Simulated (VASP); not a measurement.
# TePb (Fm-3m) in VASP: single point with r2SCAN

Aim: the single point of TePb with r2SCAN.

Everything below comes from runs of VASP 6.6.1. Logs are shortened: lines on timing, memory, paths and dates and some standing lists are left out, and cuts for length are marked.

### Step 1. The cell of the first run

Symmetry: Fm-3m, No. 225, cubic system. The conventional cell has a = 6.462 Å, b = 6.462 Å, c = 6.462 Å, α = 90.00°, β = 90.00°, γ = 90.00°. Within 4.3 Å of Pb (site symmetry m-3m) lie 6 Te at 3.23 Å. Te (site symmetry m-3m) has 6 Pb at 3.23 Å within 4.3 Å.

### Step 2. Single point, r2SCAN, non-collinear spin, zero start, spin-orbit coupling

POSCAR reads:

```
TePb
1.0
    0.0000000000      3.2310000000      3.2310000000
    3.2310000000      0.0000000000      3.2310000000
    3.2310000000      3.2310000000      0.0000000000
Pb Te
1 1
Direct
    0.0000000000      0.0000000000      0.0000000000
    0.5000000000      0.5000000000      0.5000000000
```

INCAR.step1 reads:

```
PREC = Accurate
ENCUT = 520
ISMEAR = 0
SIGMA = 0.03
LREAL = False
LASPH = True
NELM = 150
MAGMOM = 0 0 0 0 0 0
LSORBIT = True
GGA_COMPAT = False
NBANDS = 32
GGA = PE
ALGO = Normal
EDIFF = 1E-4
LWAVE = True
LCHARG = False
```

INCAR.step2 reads:

```
PREC = Accurate
ENCUT = 520
EDIFF = 1E-7
ISMEAR = 0
SIGMA = 0.03
LREAL = False
LASPH = True
NELM = 150
ALGO = Normal
ISIF = 2
LWAVE = False
LCHARG = False
MAGMOM = 0 0 0 0 0 0
LORBIT = 11
LSORBIT = True
GGA_COMPAT = False
LORBMOM = True
METAGGA = R2SCAN
LMIXTAU = True
NBANDS = 32
ISTART = 1
```

KPOINTS reads:

```
regular mesh
0
Gamma
  10 10 10
```

Potentials or basis: VASP PAW PBE potentials, release 64 (Pb_d, Te).

Launch:

```bash
$ cat potpaw_PBE.64/Pb_d/POTCAR potpaw_PBE.64/Te/POTCAR > POTCAR
$ cp INCAR.step1 INCAR
$ mpirun -np 1 vasp_ncl > vasp.out
$ cp INCAR.step2 INCAR
$ mpirun -np 1 vasp_ncl > vasp.out
```

OUTCAR:

```text
PREC = Accurate
   ENCUT = 520
   EDIFF = 1E-7
   ISMEAR = 0
   LREAL = False
   LASPH = True
   NELM = 150
   ISIF = 2
   LORBIT = 11
   LSORBIT = True
   METAGGA = R2SCAN
   ISTART = 1

 ion  position               nearest neighbor table
   1  0.000  0.000  0.000-   2 3.23   2 3.23   2 3.23   2 3.23   2 3.23   2 3.23
   2  0.500  0.500  0.500-   1 3.23   1 3.23   1 3.23   1 3.23   1 3.23   1 3.23

  LATTYP: Found a face centered cubic cell.
 ALAT       =     6.4620000000

  Lattice vectors:

 A1 = (   0.0000000000,   3.2310000000,   3.2310000000)
 A2 = (   3.2310000000,   0.0000000000,   3.2310000000)
 A3 = (   3.2310000000,   3.2310000000,   0.0000000000)

Analysis of symmetry for initial positions (statically):
=====================================================================
 Subroutine PRICEL returns:
 Original cell was already a primitive cell.

 Routine SETGRP: Setting up the symmetry group for a
 face centered cubic supercell.

 Subroutine GETGRP returns: Found 48 space group operations
 (whereof 48 operations were pure point group operations)
 out of a pool of 48 trial point group operations.

The static configuration has the point symmetry O_h .

Analysis of symmetry for dynamics (positions and initial velocities):
=====================================================================
 Subroutine PRICEL returns:
 Original cell was already a primitive cell.

 Routine SETGRP: Setting up the symmetry group for a
 face centered cubic supercell.

 Subroutine GETGRP returns: Found 48 space group operations
 (whereof 48 operations were pure point group operations)
 out of a pool of 48 trial point group operations.

The dynamic configuration has the point symmetry O_h .

Analysis of structural, dynamic, and magnetic symmetry:
=====================================================================
 Subroutine PRICEL returns:
 Original cell was already a primitive cell.

 Routine SETGRP: Setting up the symmetry group for a
 face centered cubic supercell.

 Subroutine GETGRP returns: Found 48 space group operations
 (whereof 48 operations were pure point group operations)
 out of a pool of 48 trial point group operations.

The overall configuration has the point symmetry O_h .

 Subroutine INISYM returns: Found 48 space group operations
[... 1021 lines left out ...]
      0.00000      0.00000      0.00000        -0.000000     -0.000000     -0.000000
      3.23100      3.23100      3.23100         0.000000      0.000000      0.000000
 -----------------------------------------------------------------------------------
    total drift:                               -0.000000      0.000000      0.000000

  FREE ENERGIE OF THE ION-ELECTRON SYSTEM (eV)
  ---------------------------------------------------
  free  energy   TOTEN  =       -83.1975131565 eV

  energy  without entropy=      -83.1975131562  energy(sigma->0) =      -83.19751316

 orbital moment (x)

 # of ion     p       d       tot
 ----------------------------------------
  1         0.000  -0.000  -0.000
  2         0.000   0.000   0.000
 ----------------------------------------
            0.000  -0.000  -0.000

 orbital moment (y)

 # of ion     p       d       tot
 ----------------------------------------
  1         0.000   0.000   0.000
  2         0.000  -0.000  -0.000
 ----------------------------------------
            0.000   0.000   0.000

 orbital moment (z)

 # of ion     p       d       tot
 ----------------------------------------
  1         0.000   0.000   0.000
  2         0.000   0.000   0.000
 ----------------------------------------
            0.000   0.000   0.000

 Spin-Orbit-Coupling matrix elements

 Ion:    1  E_soc:     -0.8485760
 l=   1
     0.0000000    -0.0762204    -0.0762204
    -0.0762204     0.0000000    -0.0762204
    -0.0762204    -0.0762204     0.0000000
 l=   2
     0.0000000    -0.0130414     0.0000000    -0.0130414    -0.0521675
    -0.0130414     0.0000000    -0.0391256    -0.0130414    -0.0130419
     0.0000000    -0.0391256     0.0000000    -0.0391256     0.0000000
    -0.0130414    -0.0130414    -0.0391256     0.0000000    -0.0130419
    -0.0521675    -0.0130419     0.0000000    -0.0130419     0.0000000
 l=   3
     0.0000000     0.0000000     0.0000000     0.0000000     0.0000000     0.0000000     0.0000000
     0.0000000     0.0000000     0.0000000     0.0000000     0.0000000     0.0000000     0.0000000
     0.0000000     0.0000000     0.0000000     0.0000000     0.0000000     0.0000000     0.0000000
     0.0000000     0.0000000     0.0000000     0.0000000     0.0000000     0.0000000     0.0000000
     0.0000000     0.0000000     0.0000000     0.0000000     0.0000000     0.0000000     0.0000000
     0.0000000     0.0000000     0.0000000     0.0000000     0.0000000     0.0000000     0.0000000
     0.0000000     0.0000000     0.0000000     0.0000000     0.0000000     0.0000000     0.0000000

 Ion:    2  E_soc:     -0.2004455
 l=   1
     0.0000000    -0.0334422    -0.0334422
    -0.0334422     0.0000000    -0.0334422
    -0.0334422    -0.0334422     0.0000000
 l=   2
     0.0000000    -0.0000089     0.0000000    -0.0000089     0.0000435
    -0.0000089     0.0000000     0.0000327    -0.0000089     0.0000109
     0.0000000     0.0000327     0.0000000     0.0000327     0.0000000
    -0.0000089    -0.0000089     0.0000327     0.0000000     0.0000109
     0.0000435     0.0000109     0.0000000     0.0000109     0.0000000
 l=   3
     0.0000000     0.0000000     0.0000000     0.0000000     0.0000000     0.0000000     0.0000000
     0.0000000     0.0000000     0.0000000     0.0000000     0.0000000     0.0000000     0.0000000
     0.0000000     0.0000000     0.0000000     0.0000000     0.0000000     0.0000000     0.0000000
     0.0000000     0.0000000     0.0000000     0.0000000     0.0000000     0.0000000     0.0000000
     0.0000000     0.0000000     0.0000000     0.0000000     0.0000000     0.0000000     0.0000000
     0.0000000     0.0000000     0.0000000     0.0000000     0.0000000     0.0000000     0.0000000
     0.0000000     0.0000000     0.0000000     0.0000000     0.0000000     0.0000000     0.0000000

 total charge

# of ion       s       p       d       tot
------------------------------------------
    1        1.449   0.589   9.827  11.865
    2        1.377   2.040   0.019   3.436
--------------------------------------------------
tot          2.826   2.629   9.846  15.301

 magnetization (x)

# of ion       s       p       d       tot
------------------------------------------
    1       -0.000   0.000  -0.000  -0.000
    2        0.000   0.000   0.000   0.000
--------------------------------------------------
tot         -0.000   0.000  -0.000  -0.000

 magnetization (y)

# of ion       s       p       d       tot
------------------------------------------
    1        0.000   0.000  -0.000   0.000
    2        0.000   0.000   0.000   0.000
--------------------------------------------------
tot          0.000   0.000  -0.000   0.000

 magnetization (z)

# of ion       s       p       d       tot
------------------------------------------
    1        0.000   0.000   0.000   0.000
    2        0.000   0.000   0.000   0.000
--------------------------------------------------
tot          0.000   0.000   0.000   0.000
```

Wall time 16 min (1 thread of AMD EPYC 9R45 (Zen 5), shared host); peak memory 0.52 GiB.

Results:

- Free energy: -83.1975 eV
- Pressure: 1.4 GPa
- Net moment: 0.00 μB per cell
- Valence electrons inside the program's atomic spheres: Pb 11.87; Te 3.44

Moments on the atoms (μB; x, y, z):
```
Pb  0.00 0.00 0.00
Te  0.00 0.00 0.00
```

Caveat: the PAW data sets were made with another functional, which shifts forces and pressure a little.
